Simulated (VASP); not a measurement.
The system is Sn3C.

```
Sn C
1.0
     4.93116    0.00000    0.00000
     0.00000    4.93116    0.00000
     0.00000    0.00000    4.93116
Sn C
3 1
Direct
  0.00000 0.50000 0.50000
  0.50000 0.00000 0.50000
  0.50000 0.50000 0.00000
  0.00000 0.00000 0.00000
```

The cell was built from a structure type or drawn by symmetry, and may not be a known phase.

| Item | Value |
| --- | --- |
| Program | VASP 6.6.1 |
| Task | relaxation of cell and atoms |
| Functional | PBE |
| Potentials or basis | VASP PAW PBE potentials, release 64 (Sn_d, C) |
| Cutoff | 600 eV |
| k mesh | 4 × 4 × 4 |
| Occupations | gaussian, width 0.1 eV |
| Spin | no spin polarisation |

At the start: pressure -8.9 GPa; volume 29.98 Å³/atom.

Task: How do energy, volume and symmetry change on relaxing?

Result: Over 3 steps the energy falls by 260.3 meV/atom and the volume is 22.76 Å³/atom (-24.1 %); space group Pm-3m (No. 221, to 0.1 Å) before and after.

The path:
| step | energy change (eV) | largest force (eV/Å) | pressure (GPa) | volume (Å³) |
| --- | --- | --- | --- | --- |
| 1 | 0.0000 | 0.0000 | -8.91 | 119.91 |
| 2 | -1.0309 | 0.0000 | -1.43 | 93.24 |
| 3 | -1.0414 | 0.0000 | -0.11 | 91.06 |

Final structure:
```
CELL_PARAMETERS angstrom
4.49889 0.00000 0.00000
0.00000 4.49889 0.00000
0.00000 0.00000 4.49889
ATOMIC_POSITIONS crystal
Sn 0.00000 0.50000 0.50000
Sn 0.50000 0.00000 0.50000
Sn 0.50000 0.50000 0.00000
C 0.00000 0.00000 0.00000
```

Caveat: the volume moved by over 15 % at a fixed basis, so the end points are rough.
